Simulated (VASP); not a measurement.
# NaCl (I4/mmm) in VASP: single point with r2SCAN

Aim: the single point of NaCl with r2SCAN.

Program: VASP 6.6.1. These are calculated values, not measurements. Logs are shortened: lines on timing, memory, paths and dates and some standing lists are left out, and cuts for length are marked.

## (1) The cell of the first run

Symmetry: I4/mmm, No. 139, tetragonal system. Conventional cell: a = 3.964 Å, b = 3.964 Å, c = 5.739 Å, α = 90.00°, β = 90.00°, γ = 90.00°. Na (site symmetry 4/mmm) has 6 Cl at 2.80 to 2.87 Å within 3.7 Å. Cl (site symmetry 4/mmm) has 6 Na at 2.80 to 2.87 Å within 3.7 Å.

## (2) Single point, r2SCAN (uniaxial z strain +2.4%)

POSCAR

```
NaCl
1.0
    0.0000000000      2.8026988303      2.8696833324
    2.8026988303      0.0000000000      2.8696833324
    2.8026988303      2.8026988303      0.0000000000
Na Cl
1 1
Direct
    0.0000000000      0.0000000000      0.0000000000
    0.5000000000      0.5000000000      0.5000000000
```

INCAR.step1

```
ALGO     = Normal         # electronic algorithm
EDIFF    = 1E-5           # SCF threshold, eV
ENCUT    = 1250           # plane-wave cutoff, eV
GGA      = PE             # functional
GGA_COMPAT= False        
ISMEAR   = 0              # smearing method
LASPH    = True           # aspherical terms in the spheres
LCHARG   = False          # write CHGCAR
LREAL    = False          # projectors in reciprocal space
LWAVE    = True           # write WAVECAR
NBANDS   = 15             # bands
NELM     = 120            # most SCF steps
PREC     = Accurate       # precision mode
SIGMA    = 0.01           # smearing width, eV
```

INCAR.step2

```
ALGO     = Normal         # electronic algorithm
EDIFF    = 1E-6           # SCF threshold, eV
ENCUT    = 1250           # plane-wave cutoff, eV
GGA_COMPAT= False        
ISIF     = 2              # what is computed and relaxed
ISMEAR   = 0              # smearing method
ISTART   = 1            
LASPH    = True           # aspherical terms in the spheres
LCHARG   = True           # write CHGCAR
LELF     = True           # ELF
LMIXTAU  = True         
LREAL    = False          # projectors in reciprocal space
LVHAR    = True         
LWAVE    = False          # write WAVECAR
METAGGA  = R2SCAN         # meta-GGA
NBANDS   = 15             # bands
NELM     = 120            # most SCF steps
PREC     = Accurate       # precision mode
SIGMA    = 0.01           # smearing width, eV
```

KPOINTS

```
k-points
0
Gamma
  8 8 8
```

Potentials or basis: VASP PAW PBE potentials, release 64 (Na_sv, Cl).

Run with:

```console
$ cat potpaw_PBE.64/Na_sv/POTCAR potpaw_PBE.64/Cl/POTCAR > POTCAR
$ cp INCAR.step1 INCAR
$ mpirun -np 1 vasp_std > vasp.out
$ cp INCAR.step2 INCAR
$ mpirun -np 1 vasp_std > vasp.out
```

OUTCAR:

```text
EDIFF = 1E-6
   ENCUT = 1250
   ISIF = 2
   ISMEAR = 0
   ISTART = 1
   LASPH = True
   LREAL = False
   METAGGA = R2SCAN
   NELM = 120
   PREC = Accurate

 ion  position               nearest neighbor table
   1  0.000  0.000  0.000-
   2  0.500  0.500  0.500-

  LATTYP: Found a body centered tetragonal cell.
 ALAT       =     3.9636146971
 C/A-ratio  =     1.4480132665

  Lattice vectors:

 A1 = (  -2.8026988303,   0.0000000000,   2.8696833324)
 A2 = (   2.8026988303,   0.0000000000,   2.8696833324)
 A3 = (   0.0000000000,   2.8026988303,  -2.8696833324)

Analysis of symmetry for initial positions (statically):
=====================================================================
 Subroutine PRICEL returns:
 Original cell was already a primitive cell.

 Routine SETGRP: Setting up the symmetry group for a
 body centered tetragonal supercell.

 Subroutine GETGRP returns: Found 16 space group operations
 (whereof 16 operations were pure point group operations)
 out of a pool of 16 trial point group operations.

The static configuration has the point symmetry D_4h.

Analysis of symmetry for dynamics (positions and initial velocities):
=====================================================================
 Subroutine PRICEL returns:
 Original cell was already a primitive cell.

 Routine SETGRP: Setting up the symmetry group for a
 body centered tetragonal supercell.

 Subroutine GETGRP returns: Found 16 space group operations
 (whereof 16 operations were pure point group operations)
 out of a pool of 16 trial point group operations.

The dynamic configuration has the point symmetry D_4h.

 Subroutine INISYM returns: Found 16 space group operations
 (whereof 16 operations are pure point group operations),
 and found     1 'primitive' translations

----------------------------------------------------------------------------------------

                                     Primitive cell

  volume of cell :      45.0834

  direct lattice vectors                    reciprocal lattice vectors
     0.000000000  2.802698830  2.869683332    -0.178399475  0.178399475  0.174235252
     2.802698830  0.000000000  2.869683332     0.178399475 -0.178399475  0.174235252
     2.802698830  2.802698830  0.000000000     0.178399475  0.178399475 -0.174235252

  length of vectors
     4.011259548  4.011259548  3.963614697     0.306611592  0.306611592  0.306611592

  position of ions in fractional coordinates (direct lattice)
     0.000000000  0.000000000  0.000000000
     0.500000000  0.500000000  0.500000000

  ion indices of the primitive-cell ions
   primitive index   ion index
                 1           1
                 2           2

----------------------------------------------------------------------------------------

 KPOINTS: k-points

Automatic generation of k-mesh.
 Grid dimensions read from file:
 generate k-points for:    8    8    8

 Generating k-lattice:

  Cartesian coordinates                     Fractional coordinates (reciprocal lattice)
    -0.022299934  0.022299934  0.021779407     0.125000000  0.000000000  0.000000000
     0.022299934 -0.022299934  0.021779407     0.000000000  0.125000000  0.000000000
     0.022299934  0.022299934 -0.021779407    -0.000000000 -0.000000000  0.125000000

  Length of vectors
     0.038326449  0.038326449  0.038326449

  Shift w.r.t. Gamma in fractional coordinates (k-lattice)
     0.000000000  0.000000000  0.000000000

 Subroutine IBZKPT returns following result:
 ===========================================

 Found     59 irreducible k-points:

 Following reciprocal coordinates:
            Coordinates               Weight
  0.000000  0.000000  0.000000      1.000000
  0.125000  0.000000  0.000000      8.000000
  0.250000  0.000000  0.000000      8.000000
  0.375000  0.000000  0.000000      8.000000
  0.500000  0.000000  0.000000      4.000000
  0.125000  0.125000  0.000000      2.000000
[... 16 lines left out ...]
  0.250000  0.000000  0.125000     16.000000
  0.375000  0.000000  0.125000     16.000000
 [... further k-points ...]
   k-points           NKPTS =     59   k-points in BZ     NKDIM =     59   number of bands    NBANDS=     15
   number of dos      NEDOS =    301   number of ions     NIONS =      2
   total plane-waves  NPLWV = 110592
   dimension x,y,z NGX =    48 NGY =   48 NGZ =   48
   dimension x,y,z NGXF=    96 NGYF=   96 NGZF=   96
   ions per type =               1   1
   NGX,Y,Z   is equivalent  to a cutoff of  19.89, 19.89, 20.13 a.u.
   NGXF,Y,Z  is equivalent  to a cutoff of  39.79, 39.79, 40.27 a.u.
 SYSTEM =  unknown system
   PREC   = accura    normal or accurate (medium, high low for compatibility)
   ISTART =      1    job   : 0-new  1-cont  2-samecut
   ICHARG =      0    charge: 1-file 2-atom 10-const
   ISPIN  =      1    spin polarized calculation?
   LNONCOLLINEAR =      F non collinear calculations
   LSORBIT =      F    spin-orbit coupling
   LASPH  =      T    aspherical Exc in radial PAW
   ENCUT  = 1250.0 eV  91.87 Ry    9.59 a.u.  11.56 11.56 11.43*2*pi/ulx,y,z
   NELM   =    120;   NELMIN=  2; NELMDL=  0     # of ELM steps
   EDIFF  = 0.1E-05   stopping-criterion for ELM
   LREAL  =      F    real-space projection
   EDIFFG = 0.1E-04   stopping-criterion for IOM
   NSW    =      0    number of steps for IOM
   IBRION =     -1    ionic relax: 0-MD 1-quasi-New 2-CG
   NFREE  =      0    steps in history (QN), initial steepest desc. (CG)
   ISIF   =      2    stress and relaxation
   ISYM   =      2    0-nonsym 1-usesym 2-fastsym
   POTIM  = 0.5000    time-step for ionic-motion
   TEBEG  =    0.0;   TEEND  =   0.0 temperature during run
   PSTRESS=    0.0 pullay stress
   NELECT =      16.0000    total number of electrons
   NUPDOWN=      -1.0000    fix difference up-down
   EMIN   =  10.00;   EMAX   =-10.00  energy-range for DOS
   EFERMI =   0.00;   METHOD = LEGACY
   ISMEAR =     0;   SIGMA  =   0.01  broadening in eV -4-tet -1-fermi 0-gaus
   EFERMI_NEDOS =   21; number of points for ismear=-14 and -15
   IALGO  =     38    algorithm
   IMIX   =      4    mixing-type and parameters
     AMIX     =   0.40;   BMIX     =  1.00
     AMIX_MAG =   1.60;   BMIX_MAG =  1.00
  volume/ion in A,a.u.               =      22.54       152.12
  Fermi-wavevector in a.u.,A,eV,Ry     =   1.159069  2.190322 18.278617  1.343440
  Thomas-Fermi vector in A             =   2.295665
   LORBIT       =      0    0 simple, 1 ext, 2 COOP (PROOUT), +10 PAW based schemes
   METAGGA = R2SCAN    functional components
   LHFCALC =     F    Hartree Fock is set to
   AEXX    =    0.0000 exact exchange contribution
   IVDW    =     0    specifies the selected vdW correction
   LEPSILON=     F    determine dielectric tensor
   LRPA    =     F    only Hartree local field effects (RPA)
 non-spin polarized calculation
 Gauss-broadening in eV      SIGMA  =   0.01
  energy-cutoff  :     1250.00
  volume of cell :       45.08
 maximum number of plane-waves:      4565
 NGX is ok and might be reduce to    48
   NGX = 23   NGY = 23   NGZ = 23

 number of electron      15.9999998 magnetization

 Free energy of the ion-electron system (eV)
  ---------------------------------------------------
  ext. energy  EPLUGINS =         0.00000000
  ---------------------------------------------------
  free energy    TOTEN  =       -13.76742651 eV

  energy without entropy =      -13.76742651  energy(sigma->0) =      -13.76742651

 E-fermi :  -0.8998     XC(G=0):  -8.4866

 val. band max:       -0.9645084953   @ k =   0.0000   0.0000   0.0000
 cond. band min:       4.9007834791   @ k =   0.0000   0.0000   0.0000
 fundamental gap:      5.8652919744
 Fermi energy:        -0.8997739945

 k-point     1 :       0.0000    0.0000    0.0000
  band No.  band energies     occupation
      1     -52.0593      2.00000
      2     -22.4767      2.00000
      3     -22.4723      2.00000
      4     -22.4723      2.00000
      5     -14.1847      2.00000
      6      -0.9805      2.00000
      7      -0.9805      2.00000
      8      -0.9645      2.00000
      9       4.9008      0.00000
     10      10.7398      0.00000
     11      10.9146      0.00000
     12      10.9146      0.00000
     13      12.9952      0.00000
     14      13.2924      0.00000
     15      14.6171      0.00000

 k-point     2 :       0.1250    0.0000    0.0000
  band No.  band energies     occupation
      1     -52.0592      2.00000
      2     -22.4789      2.00000
      3     -22.4745      2.00000
      4     -22.4725      2.00000
      5     -14.1379      2.00000
      6      -1.3310      2.00000
      7      -1.0185      2.00000
      8      -1.0140      2.00000
      9       5.3898      0.00000
     10      10.2913      0.00000
     11      10.9945      0.00000
     12      11.1228      0.00000
     13      12.7624      0.00000
     14      13.0128      0.00000
     15      15.6161      0.00000

 k-point     3 :       0.2500    0.0000    0.0000
  band No.  band energies     occupation
      1     -52.0590      2.00000
      2     -22.4879      2.00000
      3     -22.4762      2.00000
      4     -22.4729      2.00000
      5     -14.0217      2.00000
      6      -2.0504      2.00000
      7      -1.1183      2.00000
      8      -1.1076      2.00000
      9       6.3527      0.00000
     10       9.7501      0.00000
     11      11.0753      0.00000
     12      11.2883      0.00000
     13      13.0458      0.00000
     14      13.1425      0.00000
     15      15.7136      0.00000
[... 343 lines left out ...]
 k-point    23 :       0.2500    0.0000    0.1250
  band No.  band energies     occupation
      1     -52.0590      2.00000
      2     -22.4844      2.00000
      3     -22.4777      2.00000
      4     -22.4741      2.00000
      5     -14.0304      2.00000
      6      -1.8844      2.00000
      7      -1.1873      2.00000
      8      -1.1627      2.00000
      9       6.3993      0.00000
     10       9.4151      0.00000
     11      11.1386      0.00000
     12      11.5062      0.00000
     13      12.2056      0.00000
     14      13.6180      0.00000
     15      16.8374      0.00000

 k-point    24 :       0.3750    0.0000    0.1250
  band No.  band energies     occupation
      1     -52.0587      2.00000
      2     -22.4936      2.00000
      3     -22.4784      2.00000
      4     -22.4747      2.00000
      5     -13.9139      2.00000
      6      -2.4603      2.00000
      7      -1.3020      2.00000
      8      -1.2762      2.00000
      9       7.1556      0.00000
     10       9.5041      0.00000
     11      10.5305      0.00000
     12      11.3215      0.00000
     13      13.4222      0.00000
     14      14.8198      0.00000
     15      16.3791      0.00000

 [... further k-points ...]

------------------------ aborting loop because EDIFF is reached ----------------------------------------

  FORCE on cell =-STRESS in cart. coord.  units (eV):
  Direction    XX          YY          ZZ          XY          YZ          ZX
  --------------------------------------------------------------------------------------
  -------------------------------------------------------------------------------------
  Total       -0.0812896     -0.0812896     -0.3483302      0.0000000      0.0000000      0.0000000
  in kB       -2.8888744     -2.8888744    -12.3789801      0.0000000      0.0000000      0.0000000
  external PRESSURE =      -6.0522429 kB  Pullay stress =       0.0000000 kB

 VOLUME and BASIS-vectors are now :
 -----------------------------------------------------------------------------
  energy-cutoff  :     1250.00
  volume of cell :       45.08
      direct lattice vectors                 reciprocal lattice vectors
     0.000000000  2.802698830  2.869683332    -0.178399475  0.178399475  0.174235252
     2.802698830  0.000000000  2.869683332     0.178399475 -0.178399475  0.174235252
     2.802698830  2.802698830  0.000000000     0.178399475  0.178399475 -0.174235252

 POSITION                                       TOTAL-FORCE (eV/Angst)
 -----------------------------------------------------------------------------------
      0.00000      0.00000      0.00000         0.000000      0.000000     -0.000000
      2.80270      2.80270      2.86968         0.000000     -0.000000      0.000000
 -----------------------------------------------------------------------------------
    total drift:                               -0.000000     -0.000000     -0.000000

  FREE ENERGIE OF THE ION-ELECTRON SYSTEM (eV)
  ---------------------------------------------------
  free  energy   TOTEN  =       -13.7674265120 eV

  energy  without entropy=      -13.7674265120  energy(sigma->0) =      -13.76742651
```

Run time: 5.2 min. Hardware: 1 thread of Intel Xeon Platinum 8375C at 2.90GHz (Ice Lake), shared host; peak memory 0.43 GiB.

Results:

```yaml
Free_energy: -13.7674 eV
Pressure: -0.6 GPa
Band_gap_on_the_k_mesh: 5.87 eV
```

Caveat: the cell differs from its parent crystal (uniaxial z strain +2.4%); the PAW data sets were made with another functional, which shifts forces and pressure a little.
